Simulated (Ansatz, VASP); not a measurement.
## One calculation of Rh, two programs

```
Rh
1.0
     2.71265    0.00000    0.00000
    -1.35632    2.34922    0.00000
     0.00000    0.00000    4.39877
Rh
2
Cartesian
  0.0000 1.5661 1.0997
  1.3563 0.7831 3.2991
```

Change from the starting cell: volume scaled by 0.98.

Alike in both runs: task single point; functional LDA; k mesh 11 × 11 × 6; occupations fermi-dirac, width 0.05 eV; no spin polarisation.

```csv
,VASP,Ansatz
version,VASP 6.6.1,Ansatz 0.2.0
potentials or method,"VASP PAW LDA potentials, release 64 (Rh_pv), cutoff 520 eV","all-electron LAPW, scalar-relativistic"
```

```csv
,VASP,Ansatz,Ansatz less VASP
gap on the k mesh at the Fermi level (eV),none,none,-
pressure (GPa),-14.1,-14.9,-0.81
"traceless stress, the component that is largest in VASP (GPa)",-0.93,-0.95,-0.016
```

LDA's correlation is that of Perdew and Zunger in VASP and of Perdew and Wang (1992) in Ansatz. A gap of «none» marks a metal or a gap that the smearing closes. Ansatz ran all-electron here, and VASP with PAW potentials.
